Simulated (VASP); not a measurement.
Input of a VASP 6.6.1 run:

INCAR

```
PREC     = Accurate       # precision mode
ENCUT    = 520            # plane-wave cutoff, eV
EDIFF    = 1E-6           # SCF threshold, eV
ISMEAR   = 0              # smearing method
SIGMA    = 0.05           # smearing width, eV
LREAL    = False          # projectors in reciprocal space
LASPH    = True           # aspherical terms in the spheres
NELM     = 60             # most SCF steps
ALGO     = Normal         # electronic algorithm
ISIF     = 2              # what is computed and relaxed
LWAVE    = False          # write WAVECAR
LCHARG   = False          # write CHGCAR
GGA      = PE             # functional
NBANDS   = 18             # bands
```

Contents of KPOINTS:

```
regular mesh
0
Gamma
  8 8 8
```

Contents of POSCAR:

```
BiTe
1.0
    0.0000000000      3.5738015013      3.5738015013
    3.5738015013      0.0000000000      3.5738015013
    3.5738015013      3.5738015013      0.0000000000
Bi Te
1 1
Direct
    0.0000000000      0.0000000000      0.0000000000
    0.2500000000      0.2500000000      0.2500000000
```

Potentials or basis: VASP PAW PBE potentials, release 64 (Bi_d, Te).

The run is started by

```sh
$ cat potpaw_PBE.64/Bi_d/POTCAR potpaw_PBE.64/Te/POTCAR > POTCAR
$ mpirun -np 1 vasp_std > vasp.out
```

Estimate the pressure.

1.2 GPa.
